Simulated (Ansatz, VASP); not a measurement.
## One calculation of Sr3Sc4Ta, two programs

```
CELL_PARAMETERS angstrom
6.42202 0.00000 0.00000
0.00000 6.42202 0.00000
0.00000 0.00000 6.42202
ATOMIC_POSITIONS crystal
Sr 0.50000 0.00000 0.00000
Sr 0.00000 0.50000 0.00000
Sr 0.00000 0.00000 0.50000
Sc 0.33337 0.33337 0.33337
Sc 0.33337 0.66663 0.66663
Sc 0.66663 0.66663 0.33337
Sc 0.66663 0.33337 0.66663
Ta 0.00000 0.00000 0.00000
```

Alike in both runs: functional PBE; k mesh 6 × 6 × 6; occupations gaussian, width 0.1 eV; no spin polarisation.

Ansatz relaxed the structure, and its values are those at the end. VASP's run is a single point on that final structure, the one shown.

|  | VASP | Ansatz |
| --- | --- | --- |
| version | VASP 6.6.1 | Ansatz 0.2.0 |
| potentials or method | VASP PAW PBE potentials, release 64 (Sr_sv, Sc_sv, Ta_pv), cutoff 520 eV | scalar-relativistic, plane waves, PAW |
| valence electrons in the cell | 85 | 87 |

```tsv
	VASP	Ansatz	Ansatz less VASP
gap on the k mesh at the Fermi level (eV)	none	none	-
pressure (GPa)	0.1	0.0	-0.09
```

A gap of «none» marks a metal or a gap that the smearing closes. VASP's potentials hold 85 valence electrons a cell and Ansatz's 87, so a difference there can come from the potentials and not from the codes.

Neither program's run includes spin-orbit coupling.
